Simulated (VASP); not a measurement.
Wanted: the native input for a VASP 6.6.1 run.

```
Task                   : single point
Functional             : PBE
Potentials or basis    : VASP PAW PBE potentials, release 64 (Ge_d, Sb, Te)
Cutoff                 : 520 eV
k mesh                 : 12 × 12 × 2
Occupations            : fermi-dirac, width 0.02 eV
Spin                   : no spin polarisation
Dipole correction      : no
Further INCAR settings : ALGO = Normal; EDIFF = 1e-06; NBANDS = 44
```

The structure of Ge2Sb2Te5 lies in POSCAR:

```
Ge2Sb2Te5
1.0
    4.2427228082      0.0000000000      0.0000000000
   -2.1213614041      3.6743057331      0.0000000000
    0.0000000000      0.0000000000     17.3182137284
Ge Sb Te
2 2 5
Direct
    0.3333333333      0.6666666667      0.9009059368
    0.6666666667      0.3333333333      0.0990940632
    0.0000000000      0.0000000000      0.6879597240
    0.0000000000      0.0000000000      0.3120402760
    0.0000000000      0.0000000000      0.0000000000
    0.6666666667      0.3333333333      0.8051761510
    0.3333333333      0.6666666667      0.1948238490
    0.3333333333      0.6666666667      0.5897389009
    0.6666666667      0.3333333333      0.4102610991
```

The input as run:

INCAR

```
PREC = Accurate
ENCUT = 520
EDIFF = 1E-6
ISMEAR = -1
SIGMA = 0.02
LREAL = F
LASPH = T
NELM = 60
ALGO = Normal
ISIF = 2
LWAVE = F
LCHARG = F
GGA = PE
NBANDS = 44
```

KPOINTS

```
regular mesh
0
Gamma
  12 12 2
```

Potentials or basis: VASP PAW PBE potentials, release 64 (Ge_d, Sb, Te).

Launch:

```bash
$ cat potpaw_PBE.64/Ge_d/POTCAR potpaw_PBE.64/Sb/POTCAR potpaw_PBE.64/Te/POTCAR > POTCAR
$ mpirun -np 1 vasp_std > vasp.out
```

Results of the run:

| Property | Result |
| --- | --- |
| Pressure | 1.7 GPa |
| Largest force | 0.226 eV/Å |
| Band gap on the k mesh | 0.45 eV, direct |

Caveat: spin-orbit coupling is left out, which moves the levels of the heavy elements; this functional lacks dispersion, which binds the layers, so the pressure and a relaxed spacing across them are unreliable.

Run time: 15 min on 1 thread of Intel(R) Xeon(R) Platinum 8259CL CPU @ 2.50GHz (Skylake/Cascade Lake), with other jobs on the host, peak memory 0.63 GiB.
